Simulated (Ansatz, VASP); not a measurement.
## One calculation of Os12F, two programs

```
CELL_PARAMETERS angstrom
5.48000 0.00000 0.00000
-4.11000 7.11873 0.00000
0.00000 0.00000 4.32646
ATOMIC_POSITIONS crystal
Os 0.00440 0.00867 0.97039
Os 0.15471 0.21878 0.48460
Os 0.00798 0.33978 0.99425
Os 0.16897 0.56012 0.47950
Os 0.00809 0.66524 0.95684
Os 0.21935 0.91738 0.51285
Os 0.50962 0.00685 0.99985
Os 0.68403 0.22367 0.48245
Os 0.49519 0.32808 0.00939
Os 0.62960 0.50833 0.52488
Os 0.48653 0.66293 0.96046
Os 0.64720 0.90628 0.51113
F 0.82704 0.76301 0.37316
```

Alike in both runs: functional PBEsol; k mesh 2 × 2 × 3; occupations fermi-dirac, width 0.15 eV; no spin polarisation.

Ansatz relaxed the structure, and its values are those at the end. VASP's run is a single point on that final structure, the one shown.

```csv
,VASP,Ansatz
version,VASP 6.6.1,Ansatz 0.2.0
potentials or method,"VASP PAW PBE potentials, release 64 (Os_sv_GW, F), cutoff 520 eV","scalar-relativistic, plane waves, PAW"
valence electrons in the cell,199,199
```

|  | VASP | Ansatz | Ansatz less VASP |
| --- | --- | --- | --- |
| rms of the force components (eV/Å) | 0.046 | 0.034 | -0.0121 |

VASP's potentials were made for PBE, not for PBEsol.

The k mesh is coarse, so the values compare programs but aren't converged. Spin-orbit coupling is off throughout.
